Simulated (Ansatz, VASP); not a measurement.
# RuW2 in VASP and in Ansatz

```xyz
6
Lattice="3.1876 0.0000 0.0000 0.0000 3.1876 0.0000 0.0000 0.0000 9.2447" Properties=species:S:1:pos:R:3 pbc="T T T"
Ru    0.0000    1.5938    8.3186
Ru    1.5938    0.0000    0.9261
W     0.0000    1.5938    5.3872
W     1.5938    0.0000    3.8575
W     1.5938    0.0000    7.0663
W     0.0000    1.5938    2.1784
```

Alike in both runs: functional PBE; k mesh 10 × 10 × 4; occupations gaussian, width 0.1 eV; no spin polarisation.

Ansatz relaxed the structure, and its values are those at the end. VASP's run is a single point on that final structure, the one shown.

```csv
,VASP,Ansatz
version,VASP 6.6.1,Ansatz 0.2.0
potentials or method,"VASP PAW PBE potentials, release 64 (Ru_pv, W_sv), cutoff 520 eV","scalar-relativistic, plane waves, PAW"
valence electrons in the cell,84,88
```

Ansatz gave:

| Property | Result |
| --- | --- |
| gap on the k mesh at the Fermi level (eV) | none |
| pressure (GPa) | 0.0 |
| rms of the force components (eV/Å) | 0.000 |

Q: What did VASP give for the same quantities?

A: gap on the k mesh at the Fermi level (eV): none; pressure (GPa): 0.5; rms of the force components (eV/Å): 0.019.

A gap of «none» marks a metal or a gap that the smearing closes. VASP's potentials hold 84 valence electrons a cell and Ansatz's 88, so a difference there can come from the potentials and not from the codes.

Spin-orbit coupling is off throughout.
